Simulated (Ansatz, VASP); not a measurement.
Two plane-wave programs on BaTiO3

Contents of POSCAR:

```
BaTiO3
1.0
    3.8052040000     -0.0504620000      0.0363090000
   -0.0504620000      3.9872340000      0.0085390000
    0.0363090000      0.0085390000      3.9536070000
Ba O Ti
1 3 1
Direct
    0.9668710000      0.9950190000      0.9880480000
    0.5124600000      0.5217120000      0.9822640000
    0.9872120000      0.5395110000      0.4883210000
    0.4517890000      0.0048180000      0.5073190000
    0.5365870000      0.4800160000      0.5071620000
```

The input INCAR.step1:

```
PREC = Accurate
ENCUT = 520
ISMEAR = -5
SIGMA = 0.1
LREAL = F
LASPH = T
NELM = 80
NBANDS = 28
GGA = PE
ALGO = Normal
EDIFF = 1E-4
LWAVE = T
LCHARG = F
```

The input INCAR.step2:

```
PREC = Accurate
ENCUT = 520
EDIFF = 1E-6
ISMEAR = -5
SIGMA = 0.1
LREAL = F
LASPH = T
NELM = 80
ALGO = Normal
ISIF = 2
LWAVE = F
LCHARG = T
METAGGA = R2SCAN
LMIXTAU = T
LELF = T
LVHAR = T
NBANDS = 28
ISTART = 1
```

File KPOINTS:

```
Automatic mesh
0
Gamma
  5 5 5
```

Input for Ansatz:

```yaml
crystal:
  lattice:
    - [3.805204, -0.050462, 0.036309]
    - [-0.050462, 3.987234, 0.008539]
    - [0.036309, 0.008539, 3.953607]
  atoms:
    - { symbol: Ba, position: [0.966871, 0.995019, 0.988048] }
    - { symbol: O, position: [0.51246, 0.521712, 0.982264] }
    - { symbol: O, position: [0.987212, 0.539511, 0.488321] }
    - { symbol: O, position: [0.451789, 0.004818, 0.507319] }
    - { symbol: Ti, position: [0.536587, 0.480016, 0.507162] }
kpoints:
  mp_grid: { grid: [5, 5, 5], shift: [0.0, 0.0, 0.0] }
magnetization:
  spin_polarized: false
scf:
  occupations: { method: tetrahedron }
  lower_state_search: "off"
  max_iter: 200
hamiltonian:
  pseudopotentials: { kind: paw }
  xc: r2scan
basis:
  ecutwfc: 500
  fft_grid_basis: typed
output:
  forces: true
  stress: true
  eigenvalues: true
  bader: true
  populations: true
  elf: true
  write_potential: true
  volumetric_format: npy
  dos:
    e_range: [-12, 8]
    de: 0.05
    projected: { site_lists: { Ba: [Ba], O: [O], Ti: [Ti] } }
  write_density: true
checkpoint:
  read: saved_state
```

Alike in both runs: task single point; functional r2SCAN; k mesh 5 × 5 × 5; occupations tetrahedron; no spin polarisation.

```csv
,VASP,Ansatz
version,VASP 6.6.1,Ansatz 0.2.0
potentials or method,"VASP PAW PBE potentials, release 64 (Ba_sv, O, Ti_sv), cutoff 520 eV",PAW plane waves
valence electrons in the cell,40,40
```

Ansatz gave:

* gap on the k mesh at the Fermi level (eV): 2.99
* pressure (GPa): 18.1
* traceless stress, the component that is largest in VASP (GPa): 9.91
* rms of the force components (eV/Å): 1.092

Task: Estimate VASP's values.

Result: gap on the k mesh at the Fermi level (eV): 2.96; pressure (GPa): 20.9; traceless stress, the component that is largest in VASP (GPa): 10.38; rms of the force components (eV/Å): 1.182.

VASP's potentials were made for PBE, not for r2SCAN. Atom by atom the forces differ by 0.108 eV/Å (rms over components). Ansatz's warnings: band table not solved further, product built on unsolved table, tetrahedron derivatives may miss energy slope.

Spin-orbit coupling is off throughout.
